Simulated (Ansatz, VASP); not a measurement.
# One calculation of La2Zr2O, two programs

```
La Zr O
1.0
     5.66656    0.00000    0.00000
    -2.83328    4.90738    0.00000
     0.00000    0.00000    6.78375
La Zr O
2 2 1
Direct
  0.33333 0.66667 0.50000
  0.66667 0.33333 0.50000
  0.00000 0.00000 0.71409
  0.00000 0.00000 0.28591
  0.00000 0.00000 0.00000
```

Alike in both runs: task relaxation of cell and atoms; functional PBE; k mesh 12 × 12 × 6; occupations gaussian, width 0.1 eV; no spin polarisation.

|  | VASP | Ansatz |
| --- | --- | --- |
| version | VASP 6.6.1 | Ansatz 0.2.0 |
| potentials or method | VASP PAW PBE potentials, release 64 (La, Zr_sv, O), cutoff 600 eV | scalar-relativistic, plane waves, PAW |
| valence electrons in the cell | 52 | 52 |

```csv
,VASP,Ansatz,Ansatz less VASP
"gap on the k mesh at the Fermi level, each at its own relaxed structure (eV)",none,none,-
relaxed volume (Å³/atom),37.99,37.99,+0.002
relaxed cell length with the largest relative difference (Å),6.807,6.807,+0.0002
```

A gap of «none» marks a metal or a gap that the smearing closes.

Neither program's run includes spin-orbit coupling.
